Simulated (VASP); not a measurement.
# Co: single point with r2SCAN

Co:

```xyz
2
Lattice="2.4715 0.0000 0.0000 -1.2358 2.1404 0.0000 0.0000 0.0000 4.0271" Properties=species:S:1:pos:R:3 pbc="T T T"
Co    0.0000    1.4269    1.0068
Co    1.2358    0.7135    3.0203
```

```yaml
Program: VASP 6.6.1
Task: single point
Functional: r2SCAN
Potentials_or_basis: VASP PAW PBE potentials, release 64 (Co)
Cutoff: 520 eV
k_mesh: 15 × 15 × 8
Occupations: fermi-dirac, width 0.05 eV
Spin: collinear spin, ferromagnetic start
Starting_moments: "[1.891, 1.891] μB"
Dipole_correction: no
Further_INCAR_settings: ALGO = Normal; EDIFF = 1e-06; NBANDS = 20
```

```json
{"Pressure": "-1.5 GPa", "Net moment": "3.40 μB per cell", "Site moments": "Co +1.76 μB", "Valence electrons inside the program's atomic spheres": "Co 8.33"}
```

Stress tensor (GPa, compression positive):
```
-1.49  0.00  0.00
 0.00 -1.49  0.00
 0.00  0.00 -1.66
```

Levels at points of the mesh, in eV from the Fermi level:
Spin up:
```csv
k point,band 8,band 9,band 10,band 11,band 12,band 13,band 14,band 15
"(0.00, 0.00, 0.00)",-2.70,-2.70,-1.60,-1.60,-0.33,6.24,22.95,25.75
"(0.00, 0.00, 0.50)",-3.42,-1.91,-1.91,-1.91,-1.91,15.30,15.30,23.73
```
Spin down:
| k point | band 5 | band 6 | band 7 | band 8 | band 9 | band 10 |
| --- | --- | --- | --- | --- | --- | --- |
| (0.00, 0.00, 0.00) | -0.94 | -0.89 | -0.55 | -0.55 | -0.01 | -0.01 |
| (0.00, 0.00, 0.50) | -0.99 | -0.99 | -0.99 | -0.99 | 0.91 | 0.91 |

Run time: 4.9 min on 1 thread of Intel(R) Xeon(R) Platinum 8559C (Emerald Rapids), on a shared host, peak memory 0.19 GiB.

Caveat: the PAW data sets were made with another functional, which shifts forces and pressure a little.
